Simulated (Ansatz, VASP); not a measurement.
Two plane-wave programs on Co

INCAR

```
PREC = Accurate
ENCUT = 520
EDIFF = 1E-6
ISMEAR = -1
SIGMA = 0.1
LREAL = F
LASPH = T
NELM = 150
ALGO = Normal
ISIF = 2
LWAVE = F
LCHARG = F
ISPIN = 2
MAGMOM = 0.3
LORBIT = 11
LMAXMIX = 4
GGA = PE
NBANDS = 14
```

Contents of KPOINTS:

```
regular mesh
0
Gamma
  15 15 15
```

Contents of POSCAR:

```
Co
1.0
    0.0000000000      1.8074000000      1.8074000000
    1.8074000000      0.0000000000      1.8074000000
    1.8074000000      1.8074000000      0.0000000000
Co
1
Direct
    0.0000000000      0.0000000000      0.0000000000
```

Input for Ansatz:

```yaml
crystal:
  lattice:
    - [0.0, 1.8074, 1.8074]
    - [1.8074, 0.0, 1.8074]
    - [1.8074, 1.8074, 0.0]
  atoms:
    - { symbol: Co, position: [0.0, 0.0, 0.0], spin: 0.3 }
magnetization:
  spin_polarized: true
hamiltonian:
  xc: pbe
  pseudopotentials: { kind: paw }
basis:
  ecutwfc: 420
kpoints:
  mp_grid: { grid: [15, 15, 15] }
scf:
  occupations: { method: fermi_dirac, width: 0.1 }
  lower_state_search: "off"
output:
  forces: true
  stress: true
```

Change from the starting cell: parallel moments scaled by 0.1, free total moment.

Alike in both runs: task single point; functional PBE; k mesh 15 × 15 × 15; occupations fermi-dirac, width 0.1 eV; collinear spin.

|  | VASP | Ansatz |
| --- | --- | --- |
| version | VASP 6.6.1 | Ansatz 0.2.0 |
| potentials or method | VASP PAW PBE potentials, release 64 (Co), cutoff 520 eV | PAW, plane waves, scalar-relativistic |
| valence electrons in the cell | 9 | 17 |

```tsv
	VASP	Ansatz	Ansatz less VASP
pressure (GPa)	-24.3	-13.7	+10.59
net moment per atom (μB)	0.00	1.70	+1.699
size of the moment on the site where the two differ most (μB)	0.00	1.77	+1.775
```

The net moments are unlike, so the other rows may belong to different states. Site moments also hang on the region over which each program counts them. VASP's potentials hold 9 valence electrons a cell and Ansatz's 17, so a difference there can come from the potentials and not from the codes.
